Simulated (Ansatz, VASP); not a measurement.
One calculation of CdO5, two programs

```xyz
6
Lattice="0.0000 3.2639 3.2639 3.2639 0.0000 3.2639 3.2639 3.2639 0.0000" Properties=species:S:1:pos:R:3 pbc="T T T"
Cd    0.0000    0.0000    0.0000
O     4.8959    4.8959    4.8959
O     4.0799    4.0799    2.4480
O     4.0799    2.4480    4.0799
O     2.4480    4.0799    4.0799
O     2.4480    2.4480    2.4480
```

Change from the starting cell: species swapped into the ZrCu5 type (F-43m, No. 216).

Alike in both runs: task single point; functional PBE; k mesh 4 × 4 × 4; occupations gaussian, width 0.1 eV; collinear spin.

|  | VASP | Ansatz |
| --- | --- | --- |
| version | VASP 6.6.1 | Ansatz 0.2.0 |
| potentials or method | VASP PAW PBE potentials, release 64 (Cd, O), cutoff 520 eV | scalar-relativistic, plane waves, PAW |
| valence electrons in the cell | 42 | 50 |

|  | VASP | Ansatz | Ansatz less VASP |
| --- | --- | --- | --- |
| gap on the k mesh at the Fermi level (eV) | none | none | - |
| pressure (GPa) | -9.3 | -9.4 | -0.01 |
| net moment per atom (μB) | 0.89 | 0.89 | 0.000 |
| size of the moment on the site where the two differ most (μB) | 1.34 | 1.58 | +0.239 |

Site moments also hang on the region over which each program counts them. A gap of «none» marks a metal or a gap that the smearing closes. With one functional, cell and mesh, what is left measures potentials, basis and numerics. VASP's potentials hold 42 valence electrons a cell and Ansatz's 50, so a difference there can come from the potentials and not from the codes.

The k mesh is coarse, so the values compare programs but aren't converged.
